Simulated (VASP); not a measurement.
# Ti3H2 (P-3m1) in VASP: a series of runs

Ti3H2 is run at these levels: PBE; tasks: single point, relaxation of cell and atoms.

Everything below comes from runs of VASP 6.6.1. Logs are shortened: lines on timing, memory, paths and dates and some standing lists are left out, and cuts for length are marked.

## (1) The cell of the first run

Symmetry: P-3m1, No. 164, trigonal system. The conventional cell has a = 2.982 Å, b = 2.982 Å, c = 7.528 Å, α = 90.00°, β = 90.00°, γ = 120.00°. Ti (site symmetry 3m) has 1 H at 1.92 Å within 2.5 Å. Ti (site symmetry -3m) has 6 H at 1.87 Å within 2.5 Å. H (site symmetry 3m) has 4 Ti at 1.87 to 1.92 Å and 3 H at 2.24 Å within 2.5 Å.

## (2) Single point, PBE

The input, INCAR:

```
SYSTEM = Ti3H2
PREC = Accurate
ENCUT = 520
EDIFF = 1E-6
ISMEAR = 0
SIGMA = 0.2
LREAL = .FALSE.
LASPH = .TRUE.
NELM = 80
ALGO = Normal
ISIF = 2
LWAVE = .FALSE.
LCHARG = .FALSE.
GGA = PE
NBANDS = 27
```

The input, KPOINTS:

```
regular mesh
0
G
  6 6 3
  0 0 0
```

The input, POSCAR:

```
Ti3H2
1.0
    2.9818112952      0.0000000000      0.0000000000
   -1.4909056476      2.5823243309      0.0000000000
    0.0000000000      0.0000000000      7.5284984358
Ti H
3 2
Direct
    0.3333333333      0.6666666667      0.3499081522
    0.6666666667      0.3333333333      0.6500918478
    0.0000000000      0.0000000000      0.0000000000
    0.3333333333      0.6666666667      0.0953195686
    0.6666666667      0.3333333333      0.9046804314
```

Potentials or basis: VASP PAW PBE potentials, release 64 (Ti_sv, H).

Launch:

```bash
$ cat potpaw_PBE.64/Ti_sv/POTCAR potpaw_PBE.64/H/POTCAR > POTCAR
$ mpirun -np 1 vasp_std > vasp.out
```

OUTCAR:

```text
SYSTEM = Ti3H2
   PREC = Accurate
   ENCUT = 520
   EDIFF = 1E-6
   ISMEAR = 0
   LREAL = .FALSE.
   LASPH = .TRUE.
   NELM = 80
   ISIF = 2
   GGA = PE

 ion  position               nearest neighbor table
   1  0.333  0.667  0.350-   2 2.84   2 2.84   2 2.84
   2  0.667  0.333  0.650-   1 2.84   1 2.84   1 2.84
   3  0.000  0.000  0.000-   4 1.87   5 1.87   4 1.87   5 1.87   5 1.87   4 1.87
   4  0.333  0.667  0.095-   3 1.87   3 1.87   3 1.87
   5  0.667  0.333  0.905-   3 1.87   3 1.87   3 1.87

  LATTYP: Found a hexagonal cell.
 ALAT       =     2.9818112952
 C/A-ratio  =     2.5248071358

  Lattice vectors:

 A1 = (   2.9818112952,   0.0000000000,   0.0000000000)
 A2 = (  -1.4909056476,   2.5823243309,   0.0000000000)
 A3 = (   0.0000000000,   0.0000000000,   7.5284984358)

Analysis of symmetry for initial positions (statically):
=====================================================================
 Subroutine PRICEL returns:
 Original cell was already a primitive cell.

 Routine SETGRP: Setting up the symmetry group for a
 hexagonal supercell.

 Subroutine GETGRP returns: Found 12 space group operations
 (whereof 12 operations were pure point group operations)
 out of a pool of 24 trial point group operations.

The static configuration has the point symmetry D_3d.

Analysis of symmetry for dynamics (positions and initial velocities):
=====================================================================
 Subroutine PRICEL returns:
 Original cell was already a primitive cell.

 Routine SETGRP: Setting up the symmetry group for a
 hexagonal supercell.

 Subroutine GETGRP returns: Found 12 space group operations
 (whereof 12 operations were pure point group operations)
 out of a pool of 24 trial point group operations.

The dynamic configuration has the point symmetry D_3d.

 Subroutine INISYM returns: Found 12 space group operations
 (whereof 12 operations are pure point group operations),
 and found     1 'primitive' translations

----------------------------------------------------------------------------------------

                                     Primitive cell

  volume of cell :      57.9695

  direct lattice vectors                    reciprocal lattice vectors
     2.981811295  0.000000000  0.000000000     0.335366628  0.193624013  0.000000000
    -1.490905648  2.582324331  0.000000000     0.000000000  0.387248026  0.000000000
     0.000000000  0.000000000  7.528498436     0.000000000  0.000000000  0.132828612

  length of vectors
     2.981811295  2.981811295  7.528498436     0.387248026  0.387248026  0.132828612

  position of ions in fractional coordinates (direct lattice)
     0.333333333  0.666666667  0.349908152
     0.666666667  0.333333333  0.650091848
     0.000000000  0.000000000  0.000000000
     0.333333333  0.666666667  0.095319569
     0.666666667  0.333333333  0.904680431

  ion indices of the primitive-cell ions
   primitive index   ion index
                 1           1
                 2           2
                 3           3
                 4           4
                 5           5

----------------------------------------------------------------------------------------

 KPOINTS: regular mesh

Automatic generation of k-mesh.
 Grid dimensions read from file:
 generate k-points for:    6    6    3

 Generating k-lattice:

  Cartesian coordinates                     Fractional coordinates (reciprocal lattice)
     0.055894438  0.032270669  0.000000000     0.166666667 -0.000000000  0.000000000
     0.000000000  0.064541338  0.000000000     0.000000000  0.166666667  0.000000000
     0.000000000  0.000000000  0.044276204     0.000000000  0.000000000  0.333333333

  Length of vectors
     0.064541338  0.064541338  0.044276204

  Shift w.r.t. Gamma in fractional coordinates (k-lattice)
     0.000000000  0.000000000  0.000000000

 Subroutine IBZKPT returns following result:
 ===========================================

 Found     17 irreducible k-points:

 Following reciprocal coordinates:
            Coordinates               Weight
  0.000000  0.000000  0.000000      1.000000
  0.166667  0.000000  0.000000      6.000000
  0.333333  0.000000  0.000000      6.000000
  0.500000  0.000000  0.000000      3.000000
  0.166667  0.166667  0.000000      6.000000
  0.333333  0.166667  0.000000     12.000000
[... 9 lines left out ...]
 -0.166667  0.500000  0.333333     12.000000
  0.333333  0.333333  0.333333      4.000000
   k-points           NKPTS =     17   k-points in BZ     NKDIM =     17   number of bands    NBANDS=     27
   number of dos      NEDOS =    301   number of ions     NIONS =      5
   total plane-waves  NPLWV =  32256
   dimension x,y,z NGX =    24 NGY =   24 NGZ =   56
   dimension x,y,z NGXF=    48 NGYF=   48 NGZF=  112
   ions per type =               3   2
   NGX,Y,Z   is equivalent  to a cutoff of  13.38, 13.38, 12.37 a.u.
   NGXF,Y,Z  is equivalent  to a cutoff of  26.76, 26.76, 24.73 a.u.
[... 35 lines left out ...]
   GGA     = PE    functional components
   LHFCALC =     F    Hartree Fock is set to
   AEXX    =    0.0000 exact exchange contribution
   IVDW    =     0    specifies the selected vdW correction
   LEPSILON=     F    determine dielectric tensor
   LRPA    =     F    only Hartree local field effects (RPA)
 non-spin polarized calculation
 Gauss-broadening in eV      SIGMA  =   0.20
  energy-cutoff  :      520.00
  volume of cell :       57.97
 maximum number of plane-waves:      1600
 NGX is ok and might be reduce to    24
   NGX = 11   NGY = 11   NGZ = 27

 number of electron      38.0000006 magnetization

 Free energy of the ion-electron system (eV)
  ---------------------------------------------------
  ext. energy  EPLUGINS =         0.00000000
  ---------------------------------------------------
  free energy    TOTEN  =       -31.59488267 eV

  energy without entropy =      -31.52351338  energy(sigma->0) =      -31.55919803

 E-fermi :   7.6370     XC(G=0): -11.3737

 val. band max:        7.5610115954   @ k =   0.3333   0.1667   0.3333
 cond. band min:       7.6394803906   @ k =   0.5000   0.0000   0.0000
 fundamental gap:      0.0784687951
 Fermi energy:         7.6369642122

 k-point     1 :       0.0000    0.0000    0.0000
  band No.  band energies     occupation
      1     -49.3358      2.00000
      2     -49.1647      2.00000
      3     -49.0886      2.00000
      4     -25.6122      2.00000
      5     -25.5876      2.00000
      6     -25.4121      2.00000
[... 19 lines left out ...]
     26       9.8149      0.00000
     27      10.0067      0.00000

 k-point     2 :       0.1667    0.0000    0.0000
  band No.  band energies     occupation
      1     -49.3185      2.00000
      2     -49.1459      2.00000
      3     -49.0785      2.00000
      4     -25.6065      2.00000
      5     -25.5678      2.00000
      6     -25.5111      2.00000
[... 19 lines left out ...]
     26       9.6490      0.00000
     27       9.8955      0.00000

 k-point     3 :       0.3333    0.0000    0.0000
  band No.  band energies     occupation
      1     -49.2837      2.00000
      2     -49.1053      2.00000
      3     -49.0610      2.00000
      4     -25.7854      2.00000
      5     -25.5673      2.00000
      6     -25.5363      2.00000
[... 19 lines left out ...]
     26      10.2125      0.00000
     27      10.5105      0.00000

 k-point     4 :       0.5000    0.0000    0.0000
  band No.  band energies     occupation
      1     -49.2662      2.00000
      2     -49.0814      2.00000
      3     -49.0558      2.00000
      4     -25.8974      2.00000
      5     -25.6043      2.00000
      6     -25.6000      2.00000
[... 19 lines left out ...]
     26      10.8528      0.00000
     27      10.9427      0.00000
[... 306 lines left out ...]
      4     -25.8360      2.00000
      5     -25.5941      2.00000
      6     -25.5627      2.00000
[... 19 lines left out ...]
     26      10.6847      0.00000
     27      10.8568      0.00000

 k-point    16 :      -0.1667    0.5000    0.3333
  band No.  band energies     occupation
      1     -49.2662      2.00000
      2     -49.0814      2.00000
      3     -49.0557      2.00000
      4     -25.8345      2.00000
      5     -25.5970      2.00000
      6     -25.5536      2.00000
[... 19 lines left out ...]
     26      10.4885      0.00000
     27      10.7180      0.00000

 k-point    17 :       0.3333    0.3333    0.3333
  band No.  band energies     occupation
      1     -49.2575      2.00000
      2     -49.0613      2.00000
      3     -49.0613      2.00000
      4     -25.7485      2.00000
      5     -25.7485      2.00000
      6     -25.5153      2.00000
[... 19 lines left out ...]
     26      10.5120      0.00000
     27      10.5120      0.00000

------------------------ aborting loop because EDIFF is reached ----------------------------------------

  FORCE on cell =-STRESS in cart. coord.  units (eV):
  Direction    XX          YY          ZZ          XY          YZ          ZX
  --------------------------------------------------------------------------------------
  -------------------------------------------------------------------------------------
  Total       -0.0831144     -0.0831144     -0.1657326      0.0000000      0.0000000      0.0000000
  in kB       -2.2971391     -2.2971391     -4.5805659      0.0000000      0.0000000      0.0000000
  external PRESSURE =      -3.0582814 kB  Pullay stress =       0.0000000 kB

 VOLUME and BASIS-vectors are now :
 -----------------------------------------------------------------------------
  energy-cutoff  :      520.00
  volume of cell :       57.97
      direct lattice vectors                 reciprocal lattice vectors
     2.981811295  0.000000000  0.000000000     0.335366628  0.193624013  0.000000000
    -1.490905648  2.582324331  0.000000000     0.000000000  0.387248026  0.000000000
     0.000000000  0.000000000  7.528498436     0.000000000  0.000000000  0.132828612

 POSITION                                       TOTAL-FORCE (eV/Angst)
 -----------------------------------------------------------------------------------
     -0.00000      1.72155      2.63428        -0.000000     -0.000000      0.070175
      1.49091      0.86077      4.89422         0.000000      0.000000     -0.070175
      0.00000      0.00000      0.00000         0.000000      0.000000     -0.000000
     -0.00000      1.72155      0.71761         0.000000     -0.000000      0.000642
      1.49091      0.86077      6.81089         0.000000      0.000000     -0.000642
 -----------------------------------------------------------------------------------
    total drift:                                0.000000     -0.000000     -0.000000

  FREE ENERGIE OF THE ION-ELECTRON SYSTEM (eV)
  ---------------------------------------------------
  free  energy   TOTEN  =       -31.5948826742 eV

  energy  without entropy=      -31.5235133791  energy(sigma->0) =      -31.55919803
```

It took 20 s on 1 thread of Intel Xeon Platinum 8488C (Sapphire Rapids), shared host; peak memory 0.18 GiB.

Results:

```
Free energy            : -31.5949 eV
Pressure               : -0.3 GPa
Largest force          : 0.070 eV/Å
Band gap on the k mesh : zero (band 19 reaches 8.03 eV, above the bottom of band 20 at 7.10 eV)
```

Forces in eV/Å, atoms in the order of the input:
```
Ti   0.000  0.000  0.070
Ti   0.000  0.000 -0.070
Ti   0.000  0.000  0.000
H    0.000  0.000  0.001
H    0.000  0.000 -0.001
```

Levels at points of the mesh, in eV from the Fermi level:
```csv
k point,band 17,band 18,band 19,band 20,band 21,band 22
"(0.00, 0.00, 0.00)",-0.30,0.21,0.21,0.82,0.88,0.88
"(0.50, 0.00, 0.00)",-1.59,-0.89,-0.20,0.00,1.04,1.10
```

Caveat: the k points lie up to 0.41 Å⁻¹ apart.

## (3) Relaxation of cell and atoms, PBE

This run uses another cell than the first one, of 11.09 Å³/atom, 0.957 times its volume.

The input, INCAR:

```
SYSTEM = Ti3H2
ALGO = Normal
EDIFF = 1E-7
EDIFFG = -0.08
ENCUT = 600
GGA = PE
IBRION = 2
ISIF = 3
ISMEAR = 0
LASPH = .TRUE.
LCHARG = .FALSE.
LREAL = .FALSE.
LWAVE = .FALSE.
NELM = 100
NSW = 36
PREC = Accurate
SIGMA = 0.2
```

The input, KPOINTS:

```
k-points
0
G
  6 6 3
  0 0 0
```

The input, POSCAR:

```
Ti3H2
1.0
    2.9700000000      0.0000000000      0.0000000000
   -1.4850000000      2.5720954500      0.0000000000
    0.0000000000      0.0000000000      7.2600000000
Ti H
3 2
Direct
    0.3333333300      0.6666666700      0.3333000000
    0.6666666700      0.3333333300      0.6667000000
    0.0000000000      0.0000000000      0.0000000000
    0.3333333300      0.6666666700      0.0833000000
    0.6666666700      0.3333333300      0.9167000000
```

Potentials or basis: VASP PAW PBE potentials, release 64 (Ti_sv, H).

Launch:

```bash
$ cat potpaw_PBE.64/Ti_sv/POTCAR potpaw_PBE.64/H/POTCAR > POTCAR
$ mpirun -np 1 vasp_std > vasp.out
```

It took 1.9 min on 1 thread of Intel Xeon Platinum 8488C (Sapphire Rapids), shared host; peak memory 0.19 GiB.

It converged, with:

```yaml
Free_energy: -31.5946 eV
Relaxed_volume: 11.58 Å³/atom
Relaxed_cell: a = 2.985 Å, b = 2.985 Å, c = 7.499 Å, α = 90.00°, β = 90.00°, γ = 120.00°
Space_group_after_relaxing_to_0.05_Å: P-3m1 (No. 164)
Energy_gained_by_relaxing: 46.1 meV/atom
Ionic_steps: 8
Pressure_after_relaxing: 0.0 GPa
Largest_force_after_relaxing: 0.018 eV/Å
Band_gap_on_the_k_mesh: zero (band 19 reaches 8.05 eV, above the bottom of band 20 at 7.11 eV)
```

Forces in eV/Å, atoms in the order of the input:
```
Ti   0.000  0.000 -0.018
Ti   0.000  0.000  0.018
Ti   0.000  0.000  0.000
H    0.000  0.000 -0.002
H    0.000  0.000  0.002
```

Stress tensor (GPa, compression positive):
```
-0.29  0.00  0.00
 0.00 -0.29  0.00
 0.00  0.00  0.47
```

Step by step:
```
step  energy change (eV)  largest force (eV/Å)  pressure (GPa)  volume (Å³)
   1              0.0000                1.3041            6.36        55.46
   2             -0.1596                0.4898           -2.19        59.06
   3             -0.1598                0.4711           -2.40        59.17
   4             -0.2002                0.3159           -0.71        58.27
   5             -0.2098                0.3205            0.78        57.59
   6             -0.2212                0.1950            0.15        57.86
   7             -0.2251                0.1122           -0.47        58.14
   8             -0.2306                0.0182           -0.03        57.88
```

Final structure:
```
Ti H
1.0
     2.98518    0.00000    0.00000
    -1.49259    2.58524    0.00000
     0.00000    0.00000    7.49931
Ti H
3 2
Cartesian
  0.0000 1.7235 2.6310
  1.4926 0.8617 4.8683
  -1.4926 2.5852 0.0000
  0.0000 1.7235 0.7141
  1.4926 0.8617 6.7852
```

Levels at points of the mesh, in eV from the Fermi level:
```csv
k point,band 16,band 17,band 18,band 19,band 20,band 21,band 22,band 23
"(0.00, 0.00, 0.00)",-2.34,-0.28,0.21,0.21,0.87,0.88,0.88,0.89
"(0.50, 0.00, 0.00)",-1.65,-1.59,-0.89,-0.17,0.00,1.01,1.10,1.44
```

Caveat: the k points lie up to 0.41 Å⁻¹ apart in the final cell; the relaxation stopped at a loose force limit of 0.08 eV/Å, so its end isn't a converged minimum.

## (4) Single point, PBE

The input, INCAR:

```
SYSTEM = Ti3H2
PREC = Accurate
ENCUT = 520
EDIFF = 1E-7
ISMEAR = 0
SIGMA = 0.1
LREAL = .FALSE.
LASPH = .TRUE.
NELM = 100
ALGO = Normal
ISIF = 2
LWAVE = .FALSE.
LCHARG = .TRUE.
GGA = PE
LELF = .TRUE.
LVHAR = .TRUE.
NBANDS = 27
```

The input, KPOINTS:

```
regular mesh
0
G
  12 12 4
  0 0 0
```

The input, POSCAR:

```
Ti3H2
1.0
    2.9853152574      0.0000000000      0.0000000000
   -1.4926576287      2.5853588512      0.0000000000
    0.0000000000      0.0000000000      7.5120429639
Ti H
3 2
Direct
    0.3333333333      0.6666666667      0.3510409894
    0.6666666667      0.3333333333      0.6489590106
    0.0000000000      0.0000000000      0.0000000000
    0.3333333333      0.6666666667      0.0953077156
    0.6666666667      0.3333333333      0.9046922844
```

Launch:

```bash
$ cat potpaw_PBE.64/Ti_sv/POTCAR potpaw_PBE.64/H/POTCAR > POTCAR
$ mpirun -np 1 vasp_std > vasp.out
```

It took 71 s on 1 thread of Intel Xeon Platinum 8488C (Sapphire Rapids), shared host; peak memory 0.22 GiB.

The run converged. Its results:

```
Free energy            : -31.5384 eV
Pressure               : -0.2 GPa
Largest force          : 0.013 eV/Å
Band gap on the k mesh : zero (band 19 reaches 8.13 eV, above the bottom of band 20 at 7.09 eV)
```

Forces in eV/Å, atoms in the order of the input:
```
Ti   0.000  0.000  0.013
Ti   0.000  0.000 -0.013
Ti   0.000  0.000  0.000
H    0.000  0.000  0.002
H    0.000  0.000 -0.002
```

Levels at points of the mesh, in eV from the Fermi level:
```
           k point  band 16  band 17  band 18  band 19  band 20  band 21  band 22  band 23
(0.00, 0.00, 0.00)    -2.36    -0.31     0.19     0.19     0.85     0.85     0.86     0.86
(0.50, 0.00, 0.00)    -1.67    -1.61    -0.90    -0.20    -0.03     1.00     1.08     1.42
(0.00, 0.00, 0.50)    -3.00    -0.45     0.19     0.19     0.83     0.83     0.96     0.96
(0.50, 0.00, 0.50)    -1.86    -1.85    -1.18     0.28     0.31     0.57     0.98     1.94
```

## (5) Single point, PBE

The input, INCAR:

```
SYSTEM = Ti3H2
  ALGO = Normal
  EDIFF = 1E-6
  ENCUT = 520
  GGA = PE
  ISIF = 2
  ISMEAR = 0
  LASPH = .True.
  LCHARG = .False.
  LREAL = .False.
  LWAVE = .False.
  NBANDS = 27
  NELM = 60
  PREC = Accurate
  SIGMA = 0.1
```

The input, KPOINTS:

```
k-points
0
Gamma
  12 12 4
  0 0 0
```

The input, POSCAR:

```
Ti3H2
1.0
    2.9851326714      0.0000000000      0.0000000000
   -1.4925663357      2.5852007271      0.0000000000
    0.0000000000      0.0000000000      7.5108646138
Ti H
3 2
Direct
    0.3333333333      0.6666666667      0.3510732870
    0.6666666667      0.3333333333      0.6489267130
    0.0000000000      0.0000000000      0.0000000000
    0.3333333333      0.6666666667      0.0953146785
    0.6666666667      0.3333333333      0.9046853215
```

Launch:

```bash
$ cat potpaw_PBE.64/Ti_sv/POTCAR potpaw_PBE.64/H/POTCAR > POTCAR
$ mpirun -np 1 vasp_std > vasp.out
```

Run time: 90 s. Hardware: 1 thread of Intel Xeon Platinum 8488C (Sapphire Rapids), shared host; peak memory 0.22 GiB.

The run converged. Its results:

| Quantity | Value |
| --- | --- |
| Free energy | -31.5384 eV |
| Pressure | -0.1 GPa |
| Largest force | 0.010 eV/Å |
| Band gap on the k mesh | zero (band 19 reaches 8.13 eV, above the bottom of band 20 at 7.09 eV) |

Forces on the atoms (eV/Å):
```
Ti   0.000  0.000  0.010
Ti   0.000  0.000 -0.010
Ti   0.000  0.000  0.000
H    0.000  0.000  0.002
H    0.000  0.000 -0.002
```

Levels at points of the mesh, in eV from the Fermi level:
| k point | band 16 | band 17 | band 18 | band 19 | band 20 | band 21 | band 22 | band 23 |
| --- | --- | --- | --- | --- | --- | --- | --- | --- |
| (0.00, 0.00, 0.00) | -2.36 | -0.31 | 0.19 | 0.19 | 0.85 | 0.85 | 0.86 | 0.86 |
| (0.50, 0.00, 0.00) | -1.67 | -1.61 | -0.91 | -0.20 | -0.03 | 0.99 | 1.08 | 1.42 |
| (0.00, 0.00, 0.50) | -3.00 | -0.45 | 0.19 | 0.19 | 0.83 | 0.83 | 0.96 | 0.96 |
| (0.50, 0.00, 0.50) | -1.86 | -1.85 | -1.18 | 0.28 | 0.31 | 0.57 | 0.98 | 1.94 |

## (6) Summary

| task | cell | k mesh | cutoff (eV) | smearing | gap on the mesh (eV) | pressure (GPa) | largest force (eV/Å) |
| --- | --- | --- | --- | --- | --- | --- | --- |
| single point | a = 2.982, b = 2.982, c = 7.528 Å, angles 90.0, 90.0, 120.0°, 5 atoms | 6 × 6 × 3 | 520 | gaussian 0.2 eV | none | -0.3 | 0.07 |
| relaxation of cell and atoms | relaxed from a = 2.970, b = 2.970, c = 7.260 Å, angles 90.0, 90.0, 120.0°, 5 atoms | 6 × 6 × 3 | 600 | gaussian 0.2 eV | none | 0.0 | 0.02 |
| single point | a = 2.985, b = 2.985, c = 7.512 Å, angles 90.0, 90.0, 120.0°, 5 atoms | 12 × 12 × 4 | 520 | gaussian 0.1 eV | none | -0.2 | 0.01 |
| single point | a = 2.985, b = 2.985, c = 7.511 Å, angles 90.0, 90.0, 120.0°, 5 atoms | 12 × 12 × 4 | 520 | gaussian 0.1 eV | none | -0.1 | 0.01 |

Alike in all rows: level PBE; potentials or basis VASP PAW PBE potentials, release 64 (Ti_sv, H); no spin polarisation.

Caveats: some runs use coarse meshes; the relaxation stopped at a loose force limit of 0.08 eV/Å, so its end isn't a converged minimum (some runs).

Absolute energies hang on the potentials; compare differences alone.
